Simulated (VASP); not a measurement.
# CO2 (Cmce) in VASP: a series of runs

The runs below take CO2 through single point, with LDA.

Everything below comes from runs of VASP 6.6.1. Logs are shortened: lines on timing, memory, paths and dates and some standing lists are left out, and cuts for length are marked.

## 1. The cell of the first run

Symmetry: Cmce, No. 64, orthorhombic system. Conventional cell: a = 5.272 Å, b = 4.775 Å, c = 6.587 Å, α = 90.00°, β = 90.00°, γ = 90.00°. Within 1.6 Å of C (site symmetry 2/m) lie 2 O at 1.17 Å. Within 1.6 Å of O (site symmetry m) lie 1 C at 1.17 Å.

## 2. Single point, LDA

Input file INCAR:

```
PREC = Accurate
ENCUT = 520
EDIFF = 1E-6
ISMEAR = 1
SIGMA = 0.1
LREAL = F
LASPH = T
NELM = 100
ALGO = Normal
ISIF = 2
LWAVE = F
LCHARG = T
GGA = CA
LELF = T
LVHAR = T
NBANDS = 25
```

Input file KPOINTS:

```
Automatic mesh
0
Gamma
  5 5 3
```

Input file POSCAR:

```
CO2
1.0
    2.6359110000     -2.3873780000      0.0000000000
    2.6359110000      2.3873780000      0.0000000000
    0.0000000000      0.0000000000      6.5871750000
C O
2 4
Direct
    0.0000000000      0.0000000000      0.0000000000
    0.5000000000      0.5000000000      0.5000000000
    0.8065090000      0.1934910000      0.8918430000
    0.1934910000      0.8065090000      0.1081570000
    0.6934910000      0.3065090000      0.3918430000
    0.3065090000      0.6934910000      0.6081570000
```

Potentials or basis: VASP PAW LDA potentials, release 64 (C, O).

Launch:

```bash
cat potpaw_LDA.64/C/POTCAR potpaw_LDA.64/O/POTCAR > POTCAR
mpirun -np 1 vasp_std > vasp.out
```

OUTCAR:

```text
PREC = Accurate
   ENCUT = 520
   EDIFF = 1E-6
   ISMEAR = 1
   LREAL = F
   LASPH = T
   NELM = 100
   ISIF = 2
   GGA = CA

 ion  position               nearest neighbor table
   1  0.000  0.000  0.000-   3 1.17   4 1.17
   2  0.500  0.500  0.500-   5 1.17   6 1.17
   3  0.807  0.193  0.892-   1 1.17
   4  0.193  0.807  0.108-   1 1.17
   5  0.693  0.307  0.392-   2 1.17
   6  0.307  0.693  0.608-   2 1.17

  LATTYP: Found a base centered orthorhombic cell.
 ALAT       =     4.7747560000
 B/A-ratio  =     1.1041029112
 C/A-ratio  =     1.3795835850

  Lattice vectors:

 A1 = (  -2.6359110000,  -2.3873780000,   0.0000000000)
 A2 = (   2.6359110000,  -2.3873780000,   0.0000000000)
 A3 = (   0.0000000000,   0.0000000000,   6.5871750000)

Analysis of symmetry for initial positions (statically):
=====================================================================
 Subroutine PRICEL returns:
 Original cell was already a primitive cell.

 Routine SETGRP: Setting up the symmetry group for a
 base centered orthorhombic supercell.

 Subroutine GETGRP returns: Found  8 space group operations
 (whereof  4 operations were pure point group operations)
 out of a pool of  8 trial point group operations.

The static configuration has the point symmetry C_2h.
 The point group associated with its full space group is D_2h.

Analysis of symmetry for dynamics (positions and initial velocities):
=====================================================================
 Subroutine PRICEL returns:
 Original cell was already a primitive cell.

 Routine SETGRP: Setting up the symmetry group for a
 base centered orthorhombic supercell.

 Subroutine GETGRP returns: Found  8 space group operations
 (whereof  4 operations were pure point group operations)
 out of a pool of  8 trial point group operations.

The dynamic configuration has the point symmetry C_2h.
 The point group associated with its full space group is D_2h.

 Subroutine INISYM returns: Found  8 space group operations
 (whereof  4 operations are pure point group operations),
 and found     1 'primitive' translations

----------------------------------------------------------------------------------------

                                     Primitive cell

  volume of cell :      82.9051

  direct lattice vectors                    reciprocal lattice vectors
     2.635911000 -2.387378000  0.000000000     0.189687740 -0.209434786  0.000000000
     2.635911000  2.387378000  0.000000000     0.189687740  0.209434786  0.000000000
     0.000000000  0.000000000  6.587175000     0.000000000  0.000000000  0.151810146

  length of vectors
     3.556346512  3.556346512  6.587175000     0.282567458  0.282567458  0.151810146

  position of ions in fractional coordinates (direct lattice)
     0.000000000  0.000000000  0.000000000
     0.500000000  0.500000000  0.500000000
     0.806509000  0.193491000  0.891843000
     0.193491000  0.806509000  0.108157000
     0.693491000  0.306509000  0.391843000
     0.306509000  0.693491000  0.608157000

  ion indices of the primitive-cell ions
   primitive index   ion index
                 1           1
                 2           2
                 3           3
                 4           4
                 5           5
                 6           6

----------------------------------------------------------------------------------------

 KPOINTS: Automatic mesh

Automatic generation of k-mesh.
 Grid dimensions read from file:
 generate k-points for:    5    5    3

 Generating k-lattice:

  Cartesian coordinates                     Fractional coordinates (reciprocal lattice)
     0.037937548 -0.041886957  0.000000000     0.200000000 -0.000000000  0.000000000
     0.037937548  0.041886957  0.000000000    -0.000000000  0.200000000  0.000000000
     0.000000000  0.000000000  0.050603382     0.000000000  0.000000000  0.333333333

  Length of vectors
     0.056513492  0.056513492  0.050603382

  Shift w.r.t. Gamma in fractional coordinates (k-lattice)
     0.000000000  0.000000000  0.000000000

 Subroutine IBZKPT returns following result:
 ===========================================

 Found     18 irreducible k-points:

 Following reciprocal coordinates:
            Coordinates               Weight
  0.000000  0.000000  0.000000      1.000000
  0.200000 -0.000000  0.000000      4.000000
  0.400000 -0.000000  0.000000      4.000000
  0.200000  0.200000  0.000000      2.000000
  0.400000  0.200000  0.000000      4.000000
 -0.400000  0.200000  0.000000      4.000000
[... 10 lines left out ...]
  0.400000  0.400000  0.333333      4.000000
 -0.400000  0.400000  0.333333      4.000000
   k-points           NKPTS =     18   k-points in BZ     NKDIM =     18   number of bands    NBANDS=     25
   number of dos      NEDOS =    301   number of ions     NIONS =      6
   total plane-waves  NPLWV =  39200
   dimension x,y,z NGX =    28 NGY =   28 NGZ =   50
   dimension x,y,z NGXF=    56 NGYF=   56 NGZF=  100
   ions per type =               2   4
   NGX,Y,Z   is equivalent  to a cutoff of  13.09, 13.09, 12.62 a.u.
   NGXF,Y,Z  is equivalent  to a cutoff of  26.18, 26.18, 25.24 a.u.
 SYSTEM =  unknown system
   PREC   = accura    normal or accurate (medium, high low for compatibility)
   ISTART =      0    job   : 0-new  1-cont  2-samecut
   ICHARG =      2    charge: 1-file 2-atom 10-const
   ISPIN  =      1    spin polarized calculation?
   LNONCOLLINEAR =      F non collinear calculations
   LSORBIT =      F    spin-orbit coupling
   LASPH  =      T    aspherical Exc in radial PAW
   ENCUT  =  520.0 eV  38.22 Ry    6.18 a.u.   6.61  6.61 12.25*2*pi/ulx,y,z
   NELM   =    100;   NELMIN=  2; NELMDL= -5     # of ELM steps
   EDIFF  = 0.1E-05   stopping-criterion for ELM
   LREAL  =      F    real-space projection
   EDIFFG = 0.1E-04   stopping-criterion for IOM
   NSW    =      0    number of steps for IOM
   IBRION =     -1    ionic relax: 0-MD 1-quasi-New 2-CG
   NFREE  =      0    steps in history (QN), initial steepest desc. (CG)
   ISIF   =      2    stress and relaxation
   ISYM   =      2    0-nonsym 1-usesym 2-fastsym
   POTIM  = 0.5000    time-step for ionic-motion
   TEBEG  =    0.0;   TEEND  =   0.0 temperature during run
   PSTRESS=    0.0 pullay stress
   NELECT =      32.0000    total number of electrons
   NUPDOWN=      -1.0000    fix difference up-down
   EMIN   =  10.00;   EMAX   =-10.00  energy-range for DOS
   EFERMI =   0.00;   METHOD = LEGACY
   ISMEAR =     1;   SIGMA  =   0.10  broadening in eV -4-tet -1-fermi 0-gaus
   EFERMI_NEDOS =   21; number of points for ismear=-14 and -15
   IALGO  =     38    algorithm
   IMIX   =      4    mixing-type and parameters
     AMIX     =   0.40;   BMIX     =  1.00
     AMIX_MAG =   1.60;   BMIX_MAG =  1.00
  volume/ion in A,a.u.               =      13.82        93.25
  Fermi-wavevector in a.u.,A,eV,Ry     =   1.191968  2.252492 19.330977  1.420787
  Thomas-Fermi vector in A             =   2.328017
   LORBIT       =      0    0 simple, 1 ext, 2 COOP (PROOUT), +10 PAW based schemes
   GGA     = CA    functional components
   LHFCALC =     F    Hartree Fock is set to
   AEXX    =    0.0000 exact exchange contribution
   IVDW    =     0    specifies the selected vdW correction
   LEPSILON=     F    determine dielectric tensor
   LRPA    =     F    only Hartree local field effects (RPA)
 non-spin polarized calculation
 Methfessel and Paxton  Order N= 1 SIGMA  =   0.10
  energy-cutoff  :      520.00
  volume of cell :       82.91
 maximum number of plane-waves:      2252
   NGX = 13   NGY = 13   NGZ = 25

 number of electron      32.0000006 magnetization

 Free energy of the ion-electron system (eV)
  ---------------------------------------------------
  ext. energy  EPLUGINS =         0.00000000
  ---------------------------------------------------
  free energy    TOTEN  =       -49.73044309 eV

  energy without entropy =      -49.73113642  energy(sigma->0) =      -49.73067420

 E-fermi :  -3.3165     XC(G=0):  -8.8468

 val. band max:       -3.3789370886   @ k =  -0.4000   0.4000   0.0000
 cond. band min:       2.9768108523   @ k =   0.0000   0.0000   0.0000
 fundamental gap:      6.3557479410
 Fermi energy:        -3.3164912701

 k-point     1 :       0.0000    0.0000    0.0000
  band No.  band energies     occupation
      1     -23.9474      2.00000
      2     -23.7717      2.00000
      3     -22.7835      2.00000
      4     -22.7007      2.00000
      5      -8.4213      2.00000
      6      -8.3911      2.00000
[... 17 lines left out ...]
     24      12.0970      0.00000
     25      12.7367      0.00000

 k-point     2 :       0.2000   -0.0000    0.0000
  band No.  band energies     occupation
      1     -23.8912      2.00000
      2     -23.7452      2.00000
      3     -22.7927      2.00000
      4     -22.7291      2.00000
      5      -8.6924      2.00000
      6      -8.3502      2.00000
[... 17 lines left out ...]
     24      11.0619      0.00000
     25      12.2545      0.00000

 k-point     3 :       0.4000   -0.0000    0.0000
  band No.  band energies     occupation
      1     -23.7759      2.00000
      2     -23.7172      2.00000
      3     -22.8070      2.00000
      4     -22.7853      2.00000
      5      -8.7723      2.00000
      6      -8.5487      2.00000
[... 17 lines left out ...]
     24       9.9272      0.00000
     25      10.7842      0.00000

 k-point     4 :       0.2000    0.2000    0.0000
  band No.  band energies     occupation
      1     -23.8564      2.00000
      2     -23.7110      2.00000
      3     -22.7974      2.00000
      4     -22.7460      2.00000
      5      -8.5341      2.00000
      6      -8.5084      2.00000
[... 17 lines left out ...]
     24      11.6957      0.00000
     25      12.0454      0.00000

 k-point     5 :       0.4000    0.2000    0.0000
  band No.  band energies     occupation
      1     -23.7616      2.00000
      2     -23.6701      2.00000
      3     -22.8105      2.00000
      4     -22.7933      2.00000
      5      -8.6806      2.00000
      6      -8.6370      2.00000
[... 17 lines left out ...]
     24      10.3411      0.00000
     25      10.8113      0.00000

 k-point     6 :      -0.4000    0.2000    0.0000
  band No.  band energies     occupation
      1     -23.7130      2.00000
      2     -23.7081      2.00000
      3     -22.8162      2.00000
      4     -22.7996      2.00000
      5      -8.7774      2.00000
      6      -8.5636      2.00000
[... 17 lines left out ...]
     24       9.8828      0.00000
     25      10.2116      0.00000
[... 225 lines left out ...]
 k-point    15 :      -0.4000    0.2000    0.3333
  band No.  band energies     occupation
      1     -23.7111      2.00000
      2     -23.7086      2.00000
      3     -22.8128      2.00000
      4     -22.8045      2.00000
      5      -8.6596      2.00000
      6      -8.4549      2.00000
[... 17 lines left out ...]
     24       9.8545      0.00000
     25      10.7346      0.00000

 k-point    16 :      -0.2000    0.2000    0.3333
  band No.  band energies     occupation
      1     -23.8006      2.00000
      2     -23.7525      2.00000
      3     -22.7918      2.00000
      4     -22.7685      2.00000
      5      -8.6606      2.00000
      6      -8.3407      2.00000
[... 17 lines left out ...]
     24      10.7405      0.00000
     25      10.9707      0.00000

 k-point    17 :       0.4000    0.4000    0.3333
  band No.  band energies     occupation
      1     -23.6820      2.00000
      2     -23.6353      2.00000
      3     -22.8193      2.00000
      4     -22.8183      2.00000
      5      -8.8005      2.00000
      6      -8.6971      2.00000
[... 17 lines left out ...]
     24      10.1640      0.00000
     25      10.5286      0.00000

 k-point    18 :      -0.4000    0.4000    0.3333
  band No.  band energies     occupation
      1     -23.6681      2.00000
      2     -23.6403      2.00000
      3     -22.8263      2.00000
      4     -22.8213      2.00000
      5      -8.7716      2.00000
      6      -8.5909      2.00000
[... 17 lines left out ...]
     24       9.8450      0.00000
     25       9.9675      0.00000

------------------------ aborting loop because EDIFF is reached ----------------------------------------

  FORCE on cell =-STRESS in cart. coord.  units (eV):
  Direction    XX          YY          ZZ          XY          YZ          ZX
  --------------------------------------------------------------------------------------
  -------------------------------------------------------------------------------------
  Total       -0.6657235     -0.0831922     -0.5041858      0.0000000      0.0000000      0.0000000
  in kB      -12.8654006     -1.6077265     -9.7436147      0.0000000      0.0000000      0.0000000
  external PRESSURE =      -8.0722473 kB  Pullay stress =       0.0000000 kB

 VOLUME and BASIS-vectors are now :
 -----------------------------------------------------------------------------
  energy-cutoff  :      520.00
  volume of cell :       82.91
      direct lattice vectors                 reciprocal lattice vectors
     2.635911000 -2.387378000  0.000000000     0.189687740 -0.209434786  0.000000000
     2.635911000  2.387378000  0.000000000     0.189687740  0.209434786  0.000000000
     0.000000000  0.000000000  6.587175000     0.000000000  0.000000000  0.151810146

 POSITION                                       TOTAL-FORCE (eV/Angst)
 -----------------------------------------------------------------------------------
      0.00000      0.00000      0.00000        -0.000000      0.000000     -0.000000
      2.63591      0.00000      3.29359         0.000000     -0.000000     -0.000000
      2.63591     -1.46351      5.87473        -0.000000      0.163543     -0.108343
      2.63591      1.46351      0.71245        -0.000000     -0.163543      0.108343
      2.63591     -0.92387      2.58114        -0.000000     -0.163543     -0.108343
      2.63591      0.92387      4.00604        -0.000000      0.163543      0.108343
 -----------------------------------------------------------------------------------
    total drift:                                0.000000     -0.000000      0.000000

  FREE ENERGIE OF THE ION-ELECTRON SYSTEM (eV)
  ---------------------------------------------------
  free  energy   TOTEN  =       -49.7304430934 eV

  energy  without entropy=      -49.7311364224  energy(sigma->0) =      -49.73067420
```

Wall time 26 s (1 thread of Intel Xeon Platinum 8488C (Sapphire Rapids), shared host); peak memory 0.16 GiB.

Results:

* Free energy: -49.7304 eV
* Pressure: -0.8 GPa
* Largest force: 0.196 eV/Å
* Band gap on the k mesh: 6.36 eV, indirect (least direct gap 6.88 eV)

Forces in eV/Å, atoms in the order of the input:
```
C    0.000  0.000  0.000
C    0.000  0.000  0.000
O    0.000  0.164 -0.108
O    0.000 -0.164  0.108
O    0.000 -0.164 -0.108
O    0.000  0.164  0.108
```

A k mesh can miss the band edges. A hybrid or GW would open this gap; LDA tends to underestimate it.

(Continued in part 2 of 2.)
